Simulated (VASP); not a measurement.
Input of a VASP 6.6.1 run:

File INCAR:

```
SYSTEM = BaZr
PREC     = Accurate       ! precision mode
ENCUT    = 520            ! plane-wave cutoff, eV
EDIFF    = 1E-6           ! SCF threshold, eV
ISMEAR   = 0              ! smearing method
SIGMA    = 0.1            ! smearing width, eV
LREAL    = .False.        ! projectors in reciprocal space
LASPH    = .True.         ! aspherical terms in the spheres
NELM     = 100            ! most SCF steps
ALGO     = Normal         ! electronic algorithm
ISIF     = 2              ! what is computed and relaxed
LWAVE    = .False.        ! write WAVECAR
LCHARG   = .False.        ! write CHGCAR
GGA      = PE             ! functional
NBANDS   = 30             ! bands
```

Contents of KPOINTS:

```
regular mesh
0
Gamma
  4 4 4
  0 0 0
```

The input POSCAR:

```
BaZr
1.0
    0.0000000000      3.9805758300      3.9805758300
    3.9805758300      0.0000000000      3.9805758300
    3.9805758300      3.9805758300      0.0000000000
Ba Zr
2 2
Direct
    0.5000000000      0.5000000000      0.5000000000
    0.7500000000      0.7500000000      0.7500000000
    0.0000000000      0.0000000000      0.0000000000
    0.2500000000      0.2500000000      0.2500000000
```

Potentials or basis: VASP PAW PBE potentials, release 64 (Ba_sv, Zr_sv).

Run with:

```sh
$ cat potpaw_PBE.64/Ba_sv/POTCAR potpaw_PBE.64/Zr_sv/POTCAR > POTCAR
$ mpirun -np 1 vasp_std > vasp.out
```

(1) Estimate the band gap on the k mesh.

(2) What does it give for the pressure?

Results:

(1) zero (bands 22 and 23 overlap by 0.25 eV).

(2) 2.6 GPa.

Caveat: spin-orbit coupling is left out, which moves the levels of the heavy elements.
